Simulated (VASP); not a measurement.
# Si (Fd-3m) in VASP: notebook

Si is run at these levels: r2SCAN; tasks: single point.

Program: VASP 6.6.1. These are calculated values, not measurements. Logs are shortened: lines on timing, memory, paths and dates and some standing lists are left out, and cuts for length are marked.

## (1) The cell of the first run

It takes space group Fd-3m (No. 227, cubic). The conventional cell has a = 5.445 Å, b = 5.445 Å, c = 5.445 Å, α = 90.00°, β = 90.00°, γ = 90.00°. Si (site symmetry -43m) has 4 Si at 2.36 Å within 3.1 Å.

## (2) Single point, r2SCAN

POSCAR reads:

```
Si
1.0
    0.0000000000      2.7227277380      2.7227277380
    2.7227277380      0.0000000000      2.7227277380
    2.7227277380      2.7227277380      0.0000000000
Si
2
Direct
    0.5000000000      0.5000000000      0.5000000000
    0.7500000000      0.7500000000      0.7500000000
```

INCAR.step1 reads:

```
PREC     = Accurate       # precision mode
ENCUT    = 520            # plane-wave cutoff, eV
ISMEAR   = 0              # smearing method
SIGMA    = 0.2            # smearing width, eV
LREAL    = False          # projectors in reciprocal space
LASPH    = True           # aspherical terms in the spheres
NELM     = 100            # most SCF steps
NBANDS   = 11             # bands
GGA      = PE             # functional
ALGO     = Normal         # electronic algorithm
EDIFF    = 1E-4           # SCF threshold, eV
LWAVE    = True           # write WAVECAR
LCHARG   = False          # write CHGCAR
```

INCAR.step2 reads:

```
PREC     = Accurate       # precision mode
ENCUT    = 520            # plane-wave cutoff, eV
EDIFF    = 1E-6           # SCF threshold, eV
ISMEAR   = 0              # smearing method
SIGMA    = 0.2            # smearing width, eV
LREAL    = False          # projectors in reciprocal space
LASPH    = True           # aspherical terms in the spheres
NELM     = 100            # most SCF steps
ALGO     = Normal         # electronic algorithm
ISIF     = 2              # what is computed and relaxed
LWAVE    = False          # write WAVECAR
LCHARG   = False          # write CHGCAR
METAGGA  = R2SCAN         # meta-GGA
LMIXTAU  = True         
NBANDS   = 11             # bands
ISTART   = 1
```

KPOINTS reads:

```
regular mesh
0
Gamma
  10 10 10
```

Potentials or basis: VASP PAW PBE potentials, release 64 (Si).

Launch:

```
$ cat potpaw_PBE.64/Si/POTCAR > POTCAR
$ cp INCAR.step1 INCAR
$ mpirun -np 1 vasp_std > vasp.out
$ cp INCAR.step2 INCAR
$ mpirun -np 1 vasp_std > vasp.out
```

OUTCAR:

```text
PREC = Accurate
   ENCUT = 520
   EDIFF = 1E-6
   ISMEAR = 0
   LREAL = False
   LASPH = True
   NELM = 100
   ISIF = 2
   METAGGA = R2SCAN
   ISTART = 1

 ion  position               nearest neighbor table
   1  0.500  0.500  0.500-   2 2.36   2 2.36   2 2.36   2 2.36
   2  0.750  0.750  0.750-   1 2.36   1 2.36   1 2.36   1 2.36

  LATTYP: Found a face centered cubic cell.
 ALAT       =     5.4454554760

  Lattice vectors:

 A1 = (   0.0000000000,   2.7227277380,   2.7227277380)
 A2 = (   2.7227277380,   0.0000000000,   2.7227277380)
 A3 = (   2.7227277380,   2.7227277380,   0.0000000000)

Analysis of symmetry for initial positions (statically):
=====================================================================
 Subroutine PRICEL returns:
 Original cell was already a primitive cell.

 Routine SETGRP: Setting up the symmetry group for a
 face centered cubic supercell.

 Subroutine GETGRP returns: Found 48 space group operations
 (whereof 24 operations were pure point group operations)
 out of a pool of 48 trial point group operations.

The static configuration has the point symmetry T_d .
 The point group associated with its full space group is O_h .

Analysis of symmetry for dynamics (positions and initial velocities):
=====================================================================
 Subroutine PRICEL returns:
 Original cell was already a primitive cell.

 Routine SETGRP: Setting up the symmetry group for a
 face centered cubic supercell.

 Subroutine GETGRP returns: Found 48 space group operations
 (whereof 24 operations were pure point group operations)
 out of a pool of 48 trial point group operations.

The dynamic configuration has the point symmetry T_d .
 The point group associated with its full space group is O_h .

 Subroutine INISYM returns: Found 48 space group operations
 (whereof 24 operations are pure point group operations),
 and found     1 'primitive' translations

----------------------------------------------------------------------------------------

                                     Primitive cell

  volume of cell :      40.3685

  direct lattice vectors                    reciprocal lattice vectors
     0.000000000  2.722727738  2.722727738    -0.183639368  0.183639368  0.183639368
     2.722727738  0.000000000  2.722727738     0.183639368 -0.183639368  0.183639368
     2.722727738  2.722727738  0.000000000     0.183639368  0.183639368 -0.183639368

  length of vectors
[... 91 lines left out ...]
   TEBEG  =    0.0;   TEEND  =   0.0 temperature during run
   PSTRESS=    0.0 pullay stress
   NELECT =       8.0000    total number of electrons
   NUPDOWN=      -1.0000    fix difference up-down
   EMIN   =  10.00;   EMAX   =-10.00  energy-range for DOS
   EFERMI =   0.00;   METHOD = LEGACY
   ISMEAR =     0;   SIGMA  =   0.20  broadening in eV -4-tet -1-fermi 0-gaus
   EFERMI_NEDOS =   21; number of points for ismear=-14 and -15
   IALGO  =     38    algorithm
   IMIX   =      4    mixing-type and parameters
     AMIX     =   0.40;   BMIX     =  1.00
     AMIX_MAG =   1.60;   BMIX_MAG =  1.00
  volume/ion in A,a.u.               =      20.18       136.21
  Fermi-wavevector in a.u.,A,eV,Ry     =   0.954459  1.803666 12.394798  0.910992
  Thomas-Fermi vector in A             =   2.083208
   LORBIT       =      0    0 simple, 1 ext, 2 COOP (PROOUT), +10 PAW based schemes
   METAGGA = R2SCAN    functional components
   LHFCALC =     F    Hartree Fock is set to
   AEXX    =    0.0000 exact exchange contribution
   IVDW    =     0    specifies the selected vdW correction
   LEPSILON=     F    determine dielectric tensor
   LRPA    =     F    only Hartree local field effects (RPA)
 non-spin polarized calculation
 Gauss-broadening in eV      SIGMA  =   0.20
  energy-cutoff  :      520.00
  volume of cell :       40.37
 maximum number of plane-waves:      1106
 NGX is ok and might be reduce to    30
   NGX = 15   NGY = 15   NGZ = 15

 number of electron       8.0000001 magnetization

 Free energy of the ion-electron system (eV)
  ---------------------------------------------------
  ext. energy  EPLUGINS =         0.00000000
  ---------------------------------------------------
  free energy    TOTEN  =       -17.54979161 eV

  energy without entropy =      -17.54977204  energy(sigma->0) =      -17.54978182

 E-fermi :   6.0371     XC(G=0):  -9.8225

 val. band max:        5.6553060284   @ k =   0.0000   0.0000   0.0000
 cond. band min:       6.4494178953   @ k =   0.4000   0.4000   0.0000
 fundamental gap:      0.7941118669
 Fermi energy:         6.0371478577

 k-point     1 :       0.0000    0.0000    0.0000
  band No.  band energies     occupation
      1      -6.8131      2.00000
      2       5.6553      1.99307
      3       5.6553      1.99307
      4       5.6553      1.99307
      5       8.4101      0.00000
      6       8.4101      0.00000
      7       8.4101      0.00000
      8       9.5441      0.00000
      9      13.7781      0.00000
     10      13.7781      0.00000
     11      14.3211      0.00000
[... 309 lines left out ...]
 k-point    24 :       0.4000    0.3000    0.0000
  band No.  band energies     occupation
      1      -4.5518      2.00000
      2       0.0378      2.00000
      3       2.6853      2.00000
      4       3.1044      2.00000
      5       6.9244      0.00000
      6       8.1794      0.00000
      7      13.0868      0.00000
      8      13.1783      0.00000
      9      16.6976      0.00000
     10      17.1822      0.00000
     11      18.5767      0.00000

 [... further k-points ...]

------------------------ aborting loop because EDIFF is reached ----------------------------------------

  FORCE on cell =-STRESS in cart. coord.  units (eV):
  Direction    XX          YY          ZZ          XY          YZ          ZX
  --------------------------------------------------------------------------------------
  -------------------------------------------------------------------------------------
  Total       -0.0760937     -0.0760937     -0.0760937      0.0000000      0.0000000      0.0000000
  in kB       -3.0200682     -3.0200682     -3.0200682      0.0000000      0.0000000      0.0000000
  external PRESSURE =      -3.0200682 kB  Pullay stress =       0.0000000 kB

 VOLUME and BASIS-vectors are now :
 -----------------------------------------------------------------------------
  energy-cutoff  :      520.00
  volume of cell :       40.37
      direct lattice vectors                 reciprocal lattice vectors
     0.000000000  2.722727738  2.722727738    -0.183639368  0.183639368  0.183639368
     2.722727738  0.000000000  2.722727738     0.183639368 -0.183639368  0.183639368
     2.722727738  2.722727738  0.000000000     0.183639368  0.183639368 -0.183639368

 POSITION                                       TOTAL-FORCE (eV/Angst)
 -----------------------------------------------------------------------------------
      2.72273      2.72273      2.72273        -0.000000     -0.000000     -0.000000
      4.08409      4.08409      4.08409         0.000000      0.000000      0.000000
 -----------------------------------------------------------------------------------
    total drift:                                0.000000     -0.000000     -0.000000

  FREE ENERGIE OF THE ION-ELECTRON SYSTEM (eV)
  ---------------------------------------------------
  free  energy   TOTEN  =       -17.5497916067 eV

  energy  without entropy=      -17.5497720406  energy(sigma->0) =      -17.54978182
```

Run time: 2 min. Hardware: 1 thread of Intel Xeon 8259CL, shared host; peak memory 0.17 GiB.

What came out:

```yaml
Free_energy: -17.5498 eV
Pressure: -0.3 GPa
Band_gap_on_the_k_mesh: 0.79 eV, indirect (least direct gap 2.75 eV)
```

Levels at points of the mesh, in eV from the valence-band top:
```tsv
k point	band 1	band 2	band 3	band 4	band 5	band 6	band 7	band 8
(0.00, 0.00, 0.00)	-12.47	0.00	0.00	0.00	2.75	2.75	2.75	3.89
(0.50, 0.00, 0.00)	-10.04	-7.23	-1.27	-1.27	1.85	3.59	3.59	8.33
(0.50, 0.50, 0.00)	-8.13	-8.13	-2.99	-2.99	0.94	0.94	10.81	10.81
```

Caveat: the PAW data sets were made with another functional, which shifts forces and pressure a little. r2SCAN opens gaps a little over a GGA but as a rule still falls short of measured ones.

## (3) Single point, r2SCAN

POSCAR is that of step 2.

INCAR.step1 reads:

```
PREC = Accurate
ENCUT = 520
ISMEAR = 0
SIGMA = 0.3
LREAL = F
LASPH = T
NELM = 60
NBANDS = 11
GGA = PE
ALGO = Normal
EDIFF = 1E-4
LWAVE = T
LCHARG = F
```

INCAR.step2 reads:

```
PREC = Accurate
ENCUT = 520
EDIFF = 1E-6
ISMEAR = 0
SIGMA = 0.3
LREAL = F
LASPH = T
NELM = 60
ALGO = Normal
ISIF = 2
LWAVE = F
LCHARG = F
METAGGA = R2SCAN
LMIXTAU = T
NBANDS = 11
ISTART = 1
```

KPOINTS reads:

```
Automatic mesh
0
Gamma
  10 10 10
```

Potentials or basis: VASP PAW PBE potentials, release 64 (Si).

Launch:

```
$ cat potpaw_PBE.64/Si/POTCAR > POTCAR
$ cp INCAR.step1 INCAR
$ mpirun -np 1 vasp_std > vasp.out
$ cp INCAR.step2 INCAR
$ mpirun -np 1 vasp_std > vasp.out
```

OUTCAR:

```text
PREC = Accurate
   ENCUT = 520
   EDIFF = 1E-6
   ISMEAR = 0
   LREAL = F
   LASPH = T
   NELM = 60
   ISIF = 2
   METAGGA = R2SCAN
   ISTART = 1

 ion  position               nearest neighbor table
   1  0.500  0.500  0.500-   2 2.36   2 2.36   2 2.36   2 2.36
   2  0.750  0.750  0.750-   1 2.36   1 2.36   1 2.36   1 2.36

  LATTYP: Found a face centered cubic cell.
 ALAT       =     5.4454554760

  Lattice vectors:

[... 522 lines left out ...]
     11      18.5765      0.00000

 [... further k-points ...]

------------------------ aborting loop because EDIFF is reached ----------------------------------------

  FORCE on cell =-STRESS in cart. coord.  units (eV):
  Direction    XX          YY          ZZ          XY          YZ          ZX
  --------------------------------------------------------------------------------------
  -------------------------------------------------------------------------------------
  Total       -0.0766965     -0.0766965     -0.0766965     -0.0000000     -0.0000000     -0.0000000
  in kB       -3.0439929     -3.0439929     -3.0439929     -0.0000000     -0.0000000     -0.0000000
  external PRESSURE =      -3.0439929 kB  Pullay stress =       0.0000000 kB

 VOLUME and BASIS-vectors are now :
 -----------------------------------------------------------------------------
  energy-cutoff  :      520.00
  volume of cell :       40.37
      direct lattice vectors                 reciprocal lattice vectors
     0.000000000  2.722727738  2.722727738    -0.183639368  0.183639368  0.183639368
     2.722727738  0.000000000  2.722727738     0.183639368 -0.183639368  0.183639368
     2.722727738  2.722727738  0.000000000     0.183639368  0.183639368 -0.183639368

 POSITION                                       TOTAL-FORCE (eV/Angst)
 -----------------------------------------------------------------------------------
      2.72273      2.72273      2.72273        -0.000000     -0.000000      0.000000
      4.08409      4.08409      4.08409         0.000000      0.000000     -0.000000
 -----------------------------------------------------------------------------------
    total drift:                                0.000000     -0.000000     -0.000000

  FREE ENERGIE OF THE ION-ELECTRON SYSTEM (eV)
  ---------------------------------------------------
  free  energy   TOTEN  =       -17.5498507209 eV

  energy  without entropy=      -17.5494139572  energy(sigma->0) =      -17.54963234
```

OSZICAR.step1:

```text
N       E                     dE             d eps       ncg     rms          rms(c)
DAV:   1     0.871469782131E+01    0.87147E+01   -0.32751E+03  1034   0.585E+02
DAV:   2    -0.104175918906E+02   -0.19132E+02   -0.18097E+02  1348   0.871E+01
DAV:   3    -0.110177816525E+02   -0.60019E+00   -0.59762E+00  1285   0.132E+01
DAV:   4    -0.110227871819E+02   -0.50055E-02   -0.50049E-02  1257   0.153E+00
DAV:   5    -0.110228338577E+02   -0.46676E-04   -0.46675E-04  1334   0.143E-01    0.483E+00
DAV:   6    -0.109016025707E+02    0.12123E+00   -0.68835E-02  1157   0.108E+00    0.294E+00
DAV:   7    -0.108460741321E+02    0.55528E-01   -0.13317E-01  1171   0.161E+00    0.178E-01
DAV:   8    -0.108473198567E+02   -0.12457E-02   -0.59425E-03  1175   0.414E-01    0.805E-02
DAV:   9    -0.108475207054E+02   -0.20085E-03   -0.19197E-04  1282   0.855E-02    0.602E-02
DAV:  10    -0.108475466651E+02   -0.25960E-04   -0.23458E-05   727   0.279E-02
   1 F= -.10847547E+02 E0= -.10846921E+02  d E =-.125175E-02
```

Wall time 1.7 min (1 thread of Intel Xeon 8259CL, shared host); peak memory 0.17 GiB.

What came out:

| Quantity | Value |
| --- | --- |
| Free energy | -17.5499 eV |
| Pressure | -0.3 GPa |
| Band gap on the k mesh | 0.79 eV, indirect (least direct gap 2.75 eV) |

Caveat: the PAW data sets were made with another functional, which shifts forces and pressure a little.
